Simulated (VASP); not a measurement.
# BaS (I4/mmm) in VASP: single point with r2SCAN

Aim: the single point of BaS with r2SCAN.

Everything below comes from runs of VASP 6.6.1. Logs are shortened: lines on timing, memory, paths and dates and some standing lists are left out, and cuts for length are marked.

## (1) The cell of the first run

The structure is tetragonal, space group I4/mmm (No. 139). Conventional cell: a = 4.634 Å, b = 4.634 Å, c = 6.380 Å, α = 90.00°, β = 90.00°, γ = 90.00°. Within 4.2 Å of Ba (site symmetry 4/mmm) lie 6 S at 3.19 to 3.28 Å. S (site symmetry 4/mmm) has 6 Ba at 3.19 to 3.28 Å within 4.2 Å.

## (2) Single point, r2SCAN (in-plane strain +0.02, then relaxed in part)

File POSCAR:

```
BaS
1.0
    3.2769503834      3.2769503834      0.0000000000
   -3.2769503834      3.2769503834      0.0000000000
    0.0000000000      3.2769503834      3.1901750928
Ba S
1 1
Direct
    0.0000000000      0.0000000000      0.0000000000
    0.5000000000      0.5000000000      0.0000000000
```

File INCAR.step1:

```
SYSTEM = BaS
  ALGO = Normal
  EDIFF = 1E-4
  ENCUT = 520
  GGA = PE
  ISMEAR = 0
  LASPH = .True.
  LCHARG = .False.
  LREAL = .False.
  LWAVE = .True.
  NBANDS = 15
  NELM = 80
  PREC = Accurate
  SIGMA = 0.01
```

File INCAR.step2:

```
SYSTEM = BaS
  ALGO = Normal
  EDIFF = 1E-7
  ENCUT = 520
  ISIF = 2
  ISMEAR = 0
  ISTART = 1
  LASPH = .True.
  LCHARG = .False.
  LMIXTAU = .True.
  LREAL = .False.
  LWAVE = .False.
  METAGGA = R2SCAN
  NBANDS = 15
  NELM = 80
  PREC = Accurate
  SIGMA = 0.01
```

File KPOINTS:

```
k-points
0
Gamma
  6 6 6
  0 0 0
```

Potentials or basis: VASP PAW PBE potentials, release 64 (Ba_sv, S).

On the command line:

```bash
cat potpaw_PBE.64/Ba_sv/POTCAR potpaw_PBE.64/S/POTCAR > POTCAR
cp INCAR.step1 INCAR
mpirun -np 1 vasp_std > vasp.out
cp INCAR.step2 INCAR
mpirun -np 1 vasp_std > vasp.out
```

OUTCAR:

```text
SYSTEM = BaS
   EDIFF = 1E-7
   ENCUT = 520
   ISIF = 2
   ISMEAR = 0
   ISTART = 1
   LASPH = .True.
   LREAL = .False.
   METAGGA = R2SCAN
   NELM = 80
   PREC = Accurate

 ion  position               nearest neighbor table
   1  0.000  0.000  0.000-   2 3.19   2 3.19   2 3.28   2 3.28   2 3.28   2 3.28
   2  0.500  0.500  0.000-   1 3.19   1 3.19   1 3.28   1 3.28   1 3.28   1 3.28

  LATTYP: Found a body centered tetragonal cell.
 ALAT       =     4.6343076754
 C/A-ratio  =     1.3767644776

  Lattice vectors:

 A1 = (   3.2769503834,   0.0000000000,  -3.1901750928)
 A2 = (  -3.2769503834,   0.0000000000,  -3.1901750928)
 A3 = (   0.0000000000,   3.2769503834,   3.1901750928)

Analysis of symmetry for initial positions (statically):
=====================================================================
 Subroutine PRICEL returns:
 Original cell was already a primitive cell.

 Routine SETGRP: Setting up the symmetry group for a
 body centered tetragonal supercell.

 Subroutine GETGRP returns: Found 16 space group operations
 (whereof 16 operations were pure point group operations)
 out of a pool of 16 trial point group operations.

The static configuration has the point symmetry D_4h.

Analysis of symmetry for dynamics (positions and initial velocities):
=====================================================================
 Subroutine PRICEL returns:
 Original cell was already a primitive cell.

 Routine SETGRP: Setting up the symmetry group for a
 body centered tetragonal supercell.

 Subroutine GETGRP returns: Found 16 space group operations
 (whereof 16 operations were pure point group operations)
 out of a pool of 16 trial point group operations.

The dynamic configuration has the point symmetry D_4h.

 Subroutine INISYM returns: Found 16 space group operations
 (whereof 16 operations are pure point group operations),
 and found     1 'primitive' translations

----------------------------------------------------------------------------------------

                                     Primitive cell

  volume of cell :      68.5148

  direct lattice vectors                    reciprocal lattice vectors
     3.276950383  3.276950383  0.000000000     0.152580888  0.152580888 -0.156731209
    -3.276950383  3.276950383  0.000000000    -0.152580888  0.152580888 -0.156731209
     0.000000000  3.276950383  3.190175093     0.000000000  0.000000000  0.313462418

  length of vectors
     4.634307675  4.634307675  4.573359918     0.266695570  0.266695570  0.313462418

  position of ions in fractional coordinates (direct lattice)
     0.000000000  0.000000000  0.000000000
     0.500000000  0.500000000  0.000000000

  ion indices of the primitive-cell ions
   primitive index   ion index
                 1           1
                 2           2

----------------------------------------------------------------------------------------

 KPOINTS: k-points

Automatic generation of k-mesh.
 Grid dimensions read from file:
 generate k-points for:    6    6    6

 Generating k-lattice:

  Cartesian coordinates                     Fractional coordinates (reciprocal lattice)
     0.025430148  0.025430148 -0.026121868     0.166666667  0.000000000  0.000000000
    -0.025430148  0.025430148 -0.026121868     0.000000000  0.166666667  0.000000000
     0.000000000  0.000000000  0.052243736     0.000000000  0.000000000  0.166666667

  Length of vectors
     0.044449262  0.044449262  0.052243736

  Shift w.r.t. Gamma in fractional coordinates (k-lattice)
     0.000000000  0.000000000  0.000000000

 Subroutine IBZKPT returns following result:
 ===========================================

 Found     30 irreducible k-points:

 Following reciprocal coordinates:
            Coordinates               Weight
  0.000000  0.000000  0.000000      1.000000
  0.166667  0.000000  0.000000      8.000000
  0.333333  0.000000  0.000000      8.000000
  0.500000  0.000000  0.000000      4.000000
  0.166667  0.166667  0.000000      8.000000
  0.333333  0.166667  0.000000     16.000000
[... 16 lines left out ...]
 -0.333333 -0.333333  0.166667      4.000000
 -0.166667 -0.333333  0.166667     16.000000
 [... further k-points ...]
   k-points           NKPTS =     30   k-points in BZ     NKDIM =     30   number of bands    NBANDS=     15
   number of dos      NEDOS =    301   number of ions     NIONS =      2
   total plane-waves  NPLWV =  46656
   dimension x,y,z NGX =    36 NGY =   36 NGZ =   36
   dimension x,y,z NGXF=    72 NGYF=   72 NGZF=   72
   ions per type =               1   1
   NGX,Y,Z   is equivalent  to a cutoff of  12.91, 12.91, 13.09 a.u.
   NGXF,Y,Z  is equivalent  to a cutoff of  25.83, 25.83, 26.17 a.u.
 SYSTEM =  BaS
   PREC   = accura    normal or accurate (medium, high low for compatibility)
   ISTART =      1    job   : 0-new  1-cont  2-samecut
   ICHARG =      0    charge: 1-file 2-atom 10-const
   ISPIN  =      1    spin polarized calculation?
   LNONCOLLINEAR =      F non collinear calculations
   LSORBIT =      F    spin-orbit coupling
   LASPH  =      T    aspherical Exc in radial PAW
   ENCUT  =  520.0 eV  38.22 Ry    6.18 a.u.   8.62  8.62  8.50*2*pi/ulx,y,z
   NELM   =     80;   NELMIN=  2; NELMDL=  0     # of ELM steps
   EDIFF  = 0.1E-06   stopping-criterion for ELM
   LREAL  =      F    real-space projection
   EDIFFG = 0.1E-05   stopping-criterion for IOM
   NSW    =      0    number of steps for IOM
   IBRION =     -1    ionic relax: 0-MD 1-quasi-New 2-CG
   NFREE  =      0    steps in history (QN), initial steepest desc. (CG)
   ISIF   =      2    stress and relaxation
   ISYM   =      2    0-nonsym 1-usesym 2-fastsym
   POTIM  = 0.5000    time-step for ionic-motion
   TEBEG  =    0.0;   TEEND  =   0.0 temperature during run
   PSTRESS=    0.0 pullay stress
   NELECT =      16.0000    total number of electrons
   NUPDOWN=      -1.0000    fix difference up-down
   EMIN   =  10.00;   EMAX   =-10.00  energy-range for DOS
   EFERMI =   0.00;   METHOD = LEGACY
   ISMEAR =     0;   SIGMA  =   0.01  broadening in eV -4-tet -1-fermi 0-gaus
   EFERMI_NEDOS =   21; number of points for ismear=-14 and -15
   IALGO  =     38    algorithm
   IMIX   =      4    mixing-type and parameters
     AMIX     =   0.40;   BMIX     =  1.00
     AMIX_MAG =   1.60;   BMIX_MAG =  1.00
  volume/ion in A,a.u.               =      34.26       231.18
  Fermi-wavevector in a.u.,A,eV,Ry     =   1.008138  1.905105 13.828181  1.016343
  Thomas-Fermi vector in A             =   2.140987
   LORBIT       =      0    0 simple, 1 ext, 2 COOP (PROOUT), +10 PAW based schemes
   METAGGA = R2SCAN    functional components
   LHFCALC =     F    Hartree Fock is set to
   AEXX    =    0.0000 exact exchange contribution
   IVDW    =     0    specifies the selected vdW correction
   LEPSILON=     F    determine dielectric tensor
   LRPA    =     F    only Hartree local field effects (RPA)
 non-spin polarized calculation
 Gauss-broadening in eV      SIGMA  =   0.01
  energy-cutoff  :      520.00
  volume of cell :       68.51
 maximum number of plane-waves:      1883
 NGX is ok and might be reduce to    36
   NGX = 17   NGY = 17   NGZ = 17

 number of electron      16.0000000 magnetization

 Free energy of the ion-electron system (eV)
  ---------------------------------------------------
  ext. energy  EPLUGINS =         0.00000000
  ---------------------------------------------------
  free energy    TOTEN  =       -39.19537880 eV

  energy without entropy =      -39.19537880  energy(sigma->0) =      -39.19537880

 E-fermi :   1.1429     XC(G=0):  -8.8578

 val. band max:        1.0211936227   @ k =   0.0000   0.0000   0.0000
 cond. band min:       3.4897568903   @ k =   0.0000   0.0000   0.5000
 fundamental gap:      2.4685632676
 Fermi energy:         1.1428512979

 k-point     1 :       0.0000    0.0000    0.0000
  band No.  band energies     occupation
      1     -26.0107      2.00000
      2     -10.6514      2.00000
      3     -10.6514      2.00000
      4     -10.6463      2.00000
      5      -9.7565      2.00000
      6       0.9407      2.00000
      7       0.9407      2.00000
      8       1.0212      2.00000
      9       4.9007      0.00000
     10       5.2043      0.00000
     11       5.2043      0.00000
     12       5.3809      0.00000
     13       6.1707      0.00000
     14       6.3623      0.00000
     15      10.0624      0.00000

 k-point     2 :       0.1667    0.0000    0.0000
  band No.  band energies     occupation
      1     -26.0017      2.00000
      2     -11.0333      2.00000
      3     -10.6620      2.00000
      4     -10.6535      2.00000
      5      -9.3463      2.00000
      6       0.3711      2.00000
      7       0.6473      2.00000
      8       0.6795      2.00000
      9       5.2739      0.00000
     10       5.6183      0.00000
     11       5.7090      0.00000
     12       5.8254      0.00000
     13       6.8820      0.00000
     14       7.1250      0.00000
     15      11.0950      0.00000

 k-point     3 :       0.3333    0.0000    0.0000
  band No.  band energies     occupation
      1     -25.9834      2.00000
      2     -11.4860      2.00000
      3     -10.6831      2.00000
      4     -10.6637      2.00000
      5      -8.8371      2.00000
      6      -0.4916      2.00000
      7       0.1757      2.00000
      8       0.1797      2.00000
      9       5.7953      0.00000
     10       6.7149      0.00000
     11       6.7288      0.00000
     12       7.2339      0.00000
     13       8.5226      0.00000
     14       8.8377      0.00000
     15      11.6320      0.00000

 k-point     4 :       0.5000    0.0000    0.0000
  band No.  band energies     occupation
      1     -25.9743      2.00000
      2     -11.6583      2.00000
      3     -10.6936      2.00000
      4     -10.6687      2.00000
      5      -8.6343      2.00000
      6      -0.8453      2.00000
      7      -0.0342      2.00000
      8      -0.0161      2.00000
      9       6.8224      0.00000
     10       6.9381      0.00000
     11       7.5989      0.00000
     12       7.6603      0.00000
     13      10.0167      0.00000
     14      10.2914      0.00000
     15      10.3340      0.00000
[... 307 lines left out ...]
 k-point    22 :      -0.1667    0.5000    0.1667
  band No.  band energies     occupation
      1     -25.9724      2.00000
      2     -11.2955      2.00000
      3     -10.8286      2.00000
      4     -10.7478      2.00000
      5      -9.1164      2.00000
      6      -0.2518      2.00000
      7       0.2134      2.00000
      8       0.6601      2.00000
      9       4.7983      0.00000
     10       6.9251      0.00000
     11       7.5374      0.00000
     12       7.6859      0.00000
     13       8.5203      0.00000
     14      10.0274      0.00000
     15      10.4270      0.00000

 k-point    23 :      -0.3333   -0.3333    0.1667
  band No.  band energies     occupation
      1     -25.9637      2.00000
      2     -11.0160      2.00000
      3     -10.9969      2.00000
      4     -10.8745      2.00000
      5      -9.3340      2.00000
      6       0.1437      2.00000
      7       0.3666      2.00000
      8       0.6550      2.00000
      9       4.5347      0.00000
     10       6.7602      0.00000
     11       7.6655      0.00000
     12       8.3240      0.00000
     13       8.8288      0.00000
     14       9.5568      0.00000
     15      11.0831      0.00000

 k-point    24 :      -0.1667   -0.3333    0.1667
  band No.  band energies     occupation
      1     -25.9655      2.00000
      2     -11.3187      2.00000
      3     -10.8753      2.00000
      4     -10.7882      2.00000
      5      -9.0834      2.00000
      6      -0.2136      2.00000
      7       0.2911      2.00000
      8       0.3777      2.00000
      9       5.7397      0.00000
     10       5.8434      0.00000
     11       8.0004      0.00000
     12       8.3252      0.00000
     13       8.8185      0.00000
     14      10.6256      0.00000
     15      10.6750      0.00000

 [... further k-points ...]

------------------------ aborting loop because EDIFF is reached ----------------------------------------

  FORCE on cell =-STRESS in cart. coord.  units (eV):
  Direction    XX          YY          ZZ          XY          YZ          ZX
  --------------------------------------------------------------------------------------
  -------------------------------------------------------------------------------------
  Total       -0.6349706     -0.6349706      0.2628668      0.0000000      0.0000000     -0.0000000
  in kB      -14.8484105    -14.8484105      6.1469836      0.0000000      0.0000000     -0.0000000
  external PRESSURE =      -7.8499458 kB  Pullay stress =       0.0000000 kB

 VOLUME and BASIS-vectors are now :
 -----------------------------------------------------------------------------
  energy-cutoff  :      520.00
  volume of cell :       68.51
      direct lattice vectors                 reciprocal lattice vectors
     3.276950383  3.276950383  0.000000000     0.152580888  0.152580888 -0.156731209
    -3.276950383  3.276950383  0.000000000    -0.152580888  0.152580888 -0.156731209
     0.000000000  3.276950383  3.190175093     0.000000000  0.000000000  0.313462418

 POSITION                                       TOTAL-FORCE (eV/Angst)
 -----------------------------------------------------------------------------------
      0.00000      0.00000      0.00000         0.000000      0.000000      0.000000
      0.00000      3.27695      0.00000         0.000000     -0.000000      0.000000
 -----------------------------------------------------------------------------------
    total drift:                               -0.000000      0.000000     -0.000000

  FREE ENERGIE OF THE ION-ELECTRON SYSTEM (eV)
  ---------------------------------------------------
  free  energy   TOTEN  =       -39.1953787951 eV

  energy  without entropy=      -39.1953787951  energy(sigma->0) =      -39.19537880
```

Wall time 64 s (1 thread of Intel Xeon 6975P-C (Granite Rapids), shared host); peak memory 0.22 GiB.

Results:

```
Free energy            : -39.1954 eV
Pressure               : -0.8 GPa
Band gap on the k mesh : 2.47 eV (least direct gap 2.65 eV)
```

Levels at points of the mesh, in eV from the valence-band top:
```
           k point  band 6  band 7  band 8  band 9  band 10  band 11
(0.00, 0.00, 0.00)   -0.08   -0.08    0.00    3.88     4.18     4.18
(0.50, 0.00, 0.00)   -1.87   -1.06   -1.04    5.80     5.92     6.58
(0.50, 0.50, 0.00)   -0.67   -0.24   -0.15    2.50     6.18     6.49
(0.00, 0.00, 0.50)   -0.54   -0.25   -0.25    2.47     6.37     6.37
```

Caveat: the cell differs from its parent crystal (in-plane strain +0.02, then relaxed in part); the PAW data sets were made with another functional, which shifts forces and pressure a little; spin-orbit coupling is left out, which moves the levels of the heavy elements.
